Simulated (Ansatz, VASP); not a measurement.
**Two plane-wave programs on I**

```
CELL_PARAMETERS angstrom
0.00000 2.04339 2.04339
2.04339 0.00000 2.04339
2.04339 2.04339 0.00000
ATOMIC_POSITIONS crystal
I 0.00000 0.00000 0.00000
```

Change from the starting cell: volume scaled by 0.487, to set the pressure.

Alike in both runs: task single point; functional PBE; k mesh 16 × 16 × 16; occupations fermi-dirac, width 0.05 eV; no spin polarisation.

|  | VASP | Ansatz |
| --- | --- | --- |
| version | VASP 6.6.1 | Ansatz 0.2.0 |
| potentials or method | VASP PAW PBE potentials, release 64 (I) | PAW with Ansatz's default frozen-core files, scalar-relativistic |
| plane-wave cutoff (eV) | 500 | 420 |
| valence electrons in the cell | 7 | 17 |

VASP gave:

```
pressure (GPa) : 106.5
```

Question: What did Ansatz give for the same quantities?

Answer: Pressure (GPa): 106.9.

Both programs put the cell under a high pressure, so it lies far from rest at this level. The functional is the same, so the differences come from potentials, cutoffs and numerics. VASP's potentials hold 7 valence electrons a cell and Ansatz's 17, so a difference there can come from the potentials and not from the codes.

Spin-orbit coupling is off throughout. Noted on VASP's run: the cell as given lies far from equilibrium.
